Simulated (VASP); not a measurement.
# WC (Fm-3m) in VASP: notebook

WC is run at these levels: PBEsol; tasks: single point.

Everything below comes from runs of VASP 6.6.1. Logs are shortened: lines on timing, memory, paths and dates and some standing lists are left out, and cuts for length are marked.

## (1) The cell of the first run

It takes space group Fm-3m (No. 225, cubic). Conventional cell: a = 4.311 Å, b = 4.311 Å, c = 4.311 Å, α = 90.00°, β = 90.00°, γ = 90.00°. Within 2.9 Å of W (site symmetry m-3m) lie 6 C at 2.16 Å. Within 2.9 Å of C (site symmetry m-3m) lie 6 W at 2.16 Å.

## (2) Single point, PBEsol

File INCAR:

```
PREC = Accurate
ENCUT = 1300
EDIFF = 1E-6
ISMEAR = 1
SIGMA = 0.1
LREAL = F
LASPH = T
NELM = 120
ALGO = Normal
ISIF = 2
LWAVE = F
LCHARG = F
GGA = PS
NBANDS = 16
GGA_COMPAT = F
```

File KPOINTS:

```
regular mesh
0
Gamma
  11 11 11
```

File POSCAR:

```
WC
1.0
    0.0000000000      2.1555087513      2.1555087513
    2.1555087513      0.0000000000      2.1555087513
    2.1555087513      2.1555087513      0.0000000000
W C
1 1
Direct
    0.0000000000      0.0000000000      0.0000000000
    0.5000000000      0.5000000000      0.5000000000
```

Potentials or basis: VASP PAW PBE potentials, release 64 (W_sv, C_h).

On the command line:

```sh
$ cat potpaw_PBE.64/W_sv/POTCAR potpaw_PBE.64/C_h/POTCAR > POTCAR
$ mpirun -np 1 vasp_std > vasp.out
```

OUTCAR:

```text
PREC = Accurate
   ENCUT = 1300
   EDIFF = 1E-6
   ISMEAR = 1
   LREAL = F
   LASPH = T
   NELM = 120
   ISIF = 2
   GGA = PS

 ion  position               nearest neighbor table
   1  0.000  0.000  0.000-   2 2.16   2 2.16   2 2.16   2 2.16   2 2.16   2 2.16
   2  0.500  0.500  0.500-   1 2.16   1 2.16   1 2.16   1 2.16   1 2.16   1 2.16

  LATTYP: Found a face centered cubic cell.
 ALAT       =     4.3110175026

  Lattice vectors:

 A1 = (   0.0000000000,   2.1555087513,   2.1555087513)
 A2 = (   2.1555087513,   0.0000000000,   2.1555087513)
 A3 = (   2.1555087513,   2.1555087513,   0.0000000000)

Analysis of symmetry for initial positions (statically):
=====================================================================
 Subroutine PRICEL returns:
 Original cell was already a primitive cell.

 Routine SETGRP: Setting up the symmetry group for a
 face centered cubic supercell.

 Subroutine GETGRP returns: Found 48 space group operations
 (whereof 48 operations were pure point group operations)
 out of a pool of 48 trial point group operations.

The static configuration has the point symmetry O_h .

Analysis of symmetry for dynamics (positions and initial velocities):
=====================================================================
 Subroutine PRICEL returns:
 Original cell was already a primitive cell.

 Routine SETGRP: Setting up the symmetry group for a
 face centered cubic supercell.

 Subroutine GETGRP returns: Found 48 space group operations
 (whereof 48 operations were pure point group operations)
 out of a pool of 48 trial point group operations.

The dynamic configuration has the point symmetry O_h .

 Subroutine INISYM returns: Found 48 space group operations
 (whereof 48 operations are pure point group operations),
 and found     1 'primitive' translations

----------------------------------------------------------------------------------------

                                     Primitive cell

  volume of cell :      20.0299

  direct lattice vectors                    reciprocal lattice vectors
     0.000000000  2.155508751  2.155508751    -0.231963800  0.231963800  0.231963800
     2.155508751  0.000000000  2.155508751     0.231963800 -0.231963800  0.231963800
     2.155508751  2.155508751  0.000000000     0.231963800  0.231963800 -0.231963800

  length of vectors
     3.048349710  3.048349710  3.048349710     0.401773086  0.401773086  0.401773086

  position of ions in fractional coordinates (direct lattice)
     0.000000000  0.000000000  0.000000000
     0.500000000  0.500000000  0.500000000

  ion indices of the primitive-cell ions
   primitive index   ion index
                 1           1
                 2           2

----------------------------------------------------------------------------------------

 KPOINTS: regular mesh

Automatic generation of k-mesh.
 Grid dimensions read from file:
 generate k-points for:   11   11   11

 Generating k-lattice:

  Cartesian coordinates                     Fractional coordinates (reciprocal lattice)
    -0.021087618  0.021087618  0.021087618     0.090909091  0.000000000  0.000000000
     0.021087618 -0.021087618  0.021087618     0.000000000  0.090909091  0.000000000
     0.021087618  0.021087618 -0.021087618     0.000000000  0.000000000  0.090909091

  Length of vectors
     0.036524826  0.036524826  0.036524826

  Shift w.r.t. Gamma in fractional coordinates (k-lattice)
     0.000000000  0.000000000  0.000000000

 Subroutine IBZKPT returns following result:
 ===========================================

 Found     56 irreducible k-points:

 Following reciprocal coordinates:
            Coordinates               Weight
  0.000000  0.000000  0.000000      1.000000
  0.090909  0.000000  0.000000      8.000000
  0.181818  0.000000  0.000000      8.000000
  0.272727  0.000000  0.000000      8.000000
  0.363636  0.000000  0.000000      8.000000
  0.454545  0.000000  0.000000      8.000000
[... 16 lines left out ...]
 -0.272727  0.181818  0.000000     24.000000
 -0.181818  0.181818  0.000000     12.000000
 [... further k-points ...]
   k-points           NKPTS =     56   k-points in BZ     NKDIM =     56   number of bands    NBANDS=     16
   number of dos      NEDOS =    301   number of ions     NIONS =      2
   total plane-waves  NPLWV =  46656
   dimension x,y,z NGX =    36 NGY =   36 NGZ =   36
   dimension x,y,z NGXF=    72 NGYF=   72 NGZF=   72
   ions per type =               1   1
   NGX,Y,Z   is equivalent  to a cutoff of  19.63, 19.63, 19.63 a.u.
   NGXF,Y,Z  is equivalent  to a cutoff of  39.27, 39.27, 39.27 a.u.
 SYSTEM =  unknown system
   PREC   = accura    normal or accurate (medium, high low for compatibility)
   ISTART =      0    job   : 0-new  1-cont  2-samecut
   ICHARG =      2    charge: 1-file 2-atom 10-const
   ISPIN  =      1    spin polarized calculation?
   LNONCOLLINEAR =      F non collinear calculations
   LSORBIT =      F    spin-orbit coupling
   LASPH  =      T    aspherical Exc in radial PAW
   ENCUT  = 1300.0 eV  95.55 Ry    9.77 a.u.   8.96  8.96  8.96*2*pi/ulx,y,z
   NELM   =    120;   NELMIN=  2; NELMDL= -5     # of ELM steps
   EDIFF  = 0.1E-05   stopping-criterion for ELM
   LREAL  =      F    real-space projection
   EDIFFG = 0.1E-04   stopping-criterion for IOM
   NSW    =      0    number of steps for IOM
   IBRION =     -1    ionic relax: 0-MD 1-quasi-New 2-CG
   NFREE  =      0    steps in history (QN), initial steepest desc. (CG)
   ISIF   =      2    stress and relaxation
   ISYM   =      2    0-nonsym 1-usesym 2-fastsym
   POTIM  = 0.5000    time-step for ionic-motion
   TEBEG  =    0.0;   TEEND  =   0.0 temperature during run
   PSTRESS=    0.0 pullay stress
   NELECT =      18.0000    total number of electrons
   NUPDOWN=      -1.0000    fix difference up-down
   EMIN   =  10.00;   EMAX   =-10.00  energy-range for DOS
   EFERMI =   0.00;   METHOD = LEGACY
   ISMEAR =     1;   SIGMA  =   0.10  broadening in eV -4-tet -1-fermi 0-gaus
   EFERMI_NEDOS =   21; number of points for ismear=-14 and -15
   IALGO  =     38    algorithm
   IMIX   =      4    mixing-type and parameters
     AMIX     =   0.40;   BMIX     =  1.00
     AMIX_MAG =   1.60;   BMIX_MAG =  1.00
  volume/ion in A,a.u.               =      10.01        67.58
  Fermi-wavevector in a.u.,A,eV,Ry     =   1.579814  2.985415 33.957575  2.495811
  Thomas-Fermi vector in A             =   2.680136
   LORBIT       =      0    0 simple, 1 ext, 2 COOP (PROOUT), +10 PAW based schemes
   GGA     = PS    functional components
   LHFCALC =     F    Hartree Fock is set to
   AEXX    =    0.0000 exact exchange contribution
   IVDW    =     0    specifies the selected vdW correction
   LEPSILON=     F    determine dielectric tensor
   LRPA    =     F    only Hartree local field effects (RPA)
 non-spin polarized calculation
 Methfessel and Paxton  Order N= 1 SIGMA  =   0.10
  energy-cutoff  :     1300.00
  volume of cell :       20.03
 maximum number of plane-waves:      2154
   NGX = 17   NGY = 17   NGZ = 17

 number of electron      18.0000000 magnetization

 Free energy of the ion-electron system (eV)
  ---------------------------------------------------
  ext. energy  EPLUGINS =         0.00000000
  ---------------------------------------------------
  free energy    TOTEN  =       -22.97154481 eV

  energy without entropy =      -22.97225343  energy(sigma->0) =      -22.97178101

 E-fermi :  13.3951     XC(G=0): -14.1682

 val. band max:       13.3716851144   @ k =  -0.2727   0.4545   0.1818
 cond. band min:      13.4036760905   @ k =   0.2727   0.2727   0.0000
 fundamental gap:      0.0319909761
 Fermi energy:        13.3950796889

 k-point     1 :       0.0000    0.0000    0.0000
  band No.  band energies     occupation
      1     -61.9492      2.00000
      2     -25.9403      2.00000
      3     -25.9403      2.00000
      4     -25.9403      2.00000
      5      -2.8384      2.00000
      6      10.4312      2.00000
[... 8 lines left out ...]
     15      22.9562      0.00000
     16      37.5768      0.00000

 k-point     2 :       0.0909    0.0000    0.0000
  band No.  band energies     occupation
      1     -61.9454      2.00000
      2     -26.0003      2.00000
      3     -25.9466      2.00000
      4     -25.9466      2.00000
      5      -2.5890      2.00000
      6       9.6324      2.00000
[... 8 lines left out ...]
     15      23.5412      0.00000
     16      35.1855      0.00000

 k-point     3 :       0.1818    0.0000    0.0000
  band No.  band energies     occupation
      1     -61.9353      2.00000
      2     -26.1582      2.00000
      3     -25.9633      2.00000
      4     -25.9633      2.00000
      5      -1.8797      2.00000
      6       8.1231      2.00000
[... 8 lines left out ...]
     15      24.9647      0.00000
     16      32.2008      0.00000

 k-point     4 :       0.2727    0.0000    0.0000
  band No.  band energies     occupation
      1     -61.9219      2.00000
      2     -26.3592      2.00000
      3     -25.9851      2.00000
      4     -25.9851      2.00000
      5      -0.8153      2.00000
      6       6.5054      2.00000
[... 8 lines left out ...]
     15      26.1568      0.00000
     16      30.2845      0.00000
[... 324 lines left out ...]
 k-point    22 :      -0.3636    0.1818    0.0000
  band No.  band energies     occupation
      1     -61.8977      2.00000
      2     -26.5487      2.00000
      3     -26.1781      2.00000
      4     -26.0352      2.00000
      5       1.2484      2.00000
      6       4.2293      2.00000
[... 8 lines left out ...]
     15      26.2199      0.00000
     16      27.1537      0.00000

 k-point    23 :      -0.2727    0.1818    0.0000
  band No.  band energies     occupation
      1     -61.9060      2.00000
      2     -26.4537      2.00000
      3     -26.1609      2.00000
      4     -26.0026      2.00000
      5       0.4341      2.00000
      6       5.0511      2.00000
[... 8 lines left out ...]
     15      26.4536      0.00000
     16      27.2424      0.00000

 k-point    24 :      -0.1818    0.1818    0.0000
  band No.  band energies     occupation
      1     -61.9173      2.00000
      2     -26.3366      2.00000
      3     -26.1023      2.00000
      4     -25.9744      2.00000
      5      -0.5507      2.00000
      6       6.2008      2.00000
[... 8 lines left out ...]
     15      26.5033      0.00000
     16      27.6712      0.00000

 [... further k-points ...]

------------------------ aborting loop because EDIFF is reached ----------------------------------------

  FORCE on cell =-STRESS in cart. coord.  units (eV):
  Direction    XX          YY          ZZ          XY          YZ          ZX
  --------------------------------------------------------------------------------------
  -------------------------------------------------------------------------------------
  Total        1.3721265      1.3721265      1.3721265      0.0000000      0.0000000     -0.0000000
  in kB      109.7552687    109.7552687    109.7552687      0.0000000      0.0000000     -0.0000000
  external PRESSURE =     109.7552687 kB  Pullay stress =       0.0000000 kB

 VOLUME and BASIS-vectors are now :
 -----------------------------------------------------------------------------
  energy-cutoff  :     1300.00
  volume of cell :       20.03
      direct lattice vectors                 reciprocal lattice vectors
     0.000000000  2.155508751  2.155508751    -0.231963800  0.231963800  0.231963800
     2.155508751  0.000000000  2.155508751     0.231963800 -0.231963800  0.231963800
     2.155508751  2.155508751  0.000000000     0.231963800  0.231963800 -0.231963800

 POSITION                                       TOTAL-FORCE (eV/Angst)
 -----------------------------------------------------------------------------------
      0.00000      0.00000      0.00000        -0.000000      0.000000      0.000000
      2.15551      2.15551      2.15551         0.000000     -0.000000     -0.000000
 -----------------------------------------------------------------------------------
    total drift:                               -0.000000      0.000000      0.000000

  FREE ENERGIE OF THE ION-ELECTRON SYSTEM (eV)
  ---------------------------------------------------
  free  energy   TOTEN  =       -22.9715448060 eV

  energy  without entropy=      -22.9722534262  energy(sigma->0) =      -22.97178101
```

Run time: 20 s. Hardware: 1 thread of Intel Xeon 6975P-C (Granite Rapids), shared host; peak memory 0.26 GiB.

What came out:

```yaml
Free_energy: -22.9715 eV
Pressure: 11.0 GPa
Band_gap_on_the_k_mesh: zero (bands 9 and 10 overlap by 3.32 eV)
```

Levels at points of the mesh, in eV from the Fermi level:
```tsv
k point	band 6	band 7	band 8	band 9	band 10	band 11	band 12	band 13
(0.00, 0.00, 0.00)	-2.96	-2.96	-2.96	-1.13	-1.13	-1.13	-1.03	-1.03
```

Caveat: the cell stands under pressure; the PAW data sets were made with another functional, which shifts forces and pressure a little; spin-orbit coupling is left out, which moves the levels of the heavy elements.

(Part 1 of 2 ends here.)

The gap in the log of VASP goes by the Fermi energy; the results here count the filled bands.